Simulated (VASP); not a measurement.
Here is a VASP 6.6.1 calculation.

The input INCAR:

```
ALGO = Normal
EDIFF = 1E-7
EDIFFG = -0.01
ENCUT = 600
GGA = PE
IBRION = 2
ISIF = 3
ISMEAR = 0
LASPH = True
LCHARG = False
LREAL = False
LWAVE = False
NELM = 100
NSW = 100
PREC = Accurate
SIGMA = 0.1
```

File KPOINTS:

```
k-points
0
Gamma
  8 8 8
```

POSCAR

```
Ti3Sb4
1.0
   -3.3964112126      3.3964112126      3.3964112126
    3.3964112126     -3.3964112126      3.3964112126
    3.3964112126      3.3964112126     -3.3964112126
Ti Sb
3 4
Direct
    0.0000000000      0.5000000000      0.5000000000
    0.5000000000      0.0000000000      0.5000000000
    0.5000000000      0.5000000000      0.0000000000
    0.5000000000      0.5000000000      0.5000000000
    0.0000000000      0.0000000000      0.5000000000
    0.0000000000      0.5000000000      0.0000000000
    0.5000000000      0.0000000000      0.0000000000
```

Potentials or basis: VASP PAW PBE potentials, release 64 (Ti_sv, Sb).

Launch:

```bash
$ cat potpaw_PBE.64/Ti_sv/POTCAR potpaw_PBE.64/Sb/POTCAR > POTCAR
$ mpirun -np 1 vasp_std > vasp.out
```

(1) Predict the relaxed volume.

(2) Estimate the relaxed cell.

(3) Predict the space group after relaxing (to 0.05 Å).

## Answers

(1) 22.46 Å³/atom.

(2) a = 5.889 Å, b = 5.889 Å, c = 5.889 Å, α = 109.47°, β = 109.47°, γ = 109.47°.

(3) Im-3m (No. 229).
